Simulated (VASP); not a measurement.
B, 1 atom in the cell. The structure is cubic, space group Pm-3m (No. 221). The conventional cell has a = 1.884 Å, b = 1.884 Å, c = 1.884 Å, α = 90.00°, β = 90.00°, γ = 90.00°. Within 2.5 Å of B (site symmetry m-3m) lie 6 B at 1.88 Å. 

```yaml
Program: VASP 6.6.1
Task: density of states
Functional: PBE
Potentials_or_basis: VASP PAW PBE potentials, release 64 (B)
Cutoff: 520 eV
k_mesh: 22 × 22 × 22
Occupations: fermi-dirac, width 0.05 eV
Spin: no spin polarisation
Dipole_correction: no
k_mesh_for_the_DOS: 33 × 33 × 33
Occupations_for_the_DOS: tetrahedron
Further_INCAR_settings: ALGO = Normal; EDIFF = 1e-06
```

Potentials or basis: VASP PAW PBE potentials, release 64 (B).

Launch:

```sh
$ cat potpaw_PBE.64/B/POTCAR > POTCAR
$ cp INCAR.step1 INCAR
$ cp KPOINTS.step1 KPOINTS
$ mpirun -np 1 vasp_std > vasp.out
$ cp INCAR.step2 INCAR
$ cp KPOINTS.step2 KPOINTS
$ mpirun -np 1 vasp_std > vasp.out
```

Hardware: 1 thread of AMD EPYC 7R43 64-Core Processor (Zen 3) (shared host).

Q: How long does it take, and how much memory?

A: It took 44 s on 1 thread of AMD EPYC 7R43 64-Core Processor (Zen 3) (shared host), peak memory 0.11 GiB. Counts: k points 969.
